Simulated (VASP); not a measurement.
Write the native input for VASP 6.6.1 that does the following.

| Quantity | Value |
| --- | --- |
| Task | single point |
| Functional | PBE |
| Potentials or basis | VASP PAW PBE potentials, release 64 (Al, In_d, Sb) |
| Cutoff | 500 eV |
| k mesh | 4 × 4 × 2 |
| Occupations | gaussian, width 0.1 eV |
| Spin | no spin polarisation |
| Dipole correction | no |
| Further INCAR settings | ALGO = Normal; EDIFF = 1e-06; NBANDS = 31 |

The structure of Al3InSb4 lies in POSCAR:

```
Al3InSb4
1.0
    4.0845934600      0.0000000000      0.0000000000
    0.0000000000      4.0845934600      0.0000000000
    0.0000000000      0.0000000000     11.5529749400
Al In Sb
3 1 4
Direct
    0.5000000000      0.5000000000      0.2500000000
    0.0000000000      0.0000000000      0.5000000000
    0.5000000000      0.5000000000      0.7500000000
    0.0000000000      0.0000000000      0.0000000000
    0.5000000000      0.0000000000      0.6250000000
    0.0000000000      0.5000000000      0.8750000000
    0.5000000000      0.0000000000      0.1250000000
    0.0000000000      0.5000000000      0.3750000000
```

The input as run:

INCAR

```
PREC     = Accurate       # precision mode
ENCUT    = 500            # plane-wave cutoff, eV
EDIFF    = 1E-6           # SCF threshold, eV
ISMEAR   = 0              # smearing method
SIGMA    = 0.1            # smearing width, eV
LREAL    = F              # projectors in reciprocal space
LASPH    = T              # aspherical terms in the spheres
NELM     = 120            # most SCF steps
ALGO     = Normal         # electronic algorithm
ISIF     = 2              # what is computed and relaxed
LWAVE    = F              # write WAVECAR
LCHARG   = F              # write CHGCAR
GGA      = PE             # functional
NBANDS   = 31             # bands
GGA_COMPAT= F
```

KPOINTS

```
Automatic mesh
0
Gamma
  4 4 2
```

Potentials or basis: VASP PAW PBE potentials, release 64 (Al, In_d, Sb).

Run with:

```sh
$ cat potpaw_PBE.64/Al/POTCAR potpaw_PBE.64/In_d/POTCAR potpaw_PBE.64/Sb/POTCAR > POTCAR
$ mpirun -np 1 vasp_std > vasp.out
```

It gave:

| Property | Result |
| --- | --- |
| Pressure | 24.3 GPa |
| Largest force | 2.279 eV/Å |
| Band gap on the k mesh | 0.71 eV (least direct gap 0.73 eV) |

Caveat: the cell stands under pressure; semilocal functionals underestimate gaps, and a narrow one can read as zero; spin-orbit coupling is left out, which moves the levels of the heavy elements; forces of over 1 eV/Å act on the atoms, so gaps and moduli don't describe the material at rest.

It took 86 s on 1 thread of Intel Xeon 8259CL, on a shared host, peak memory 0.29 GiB.
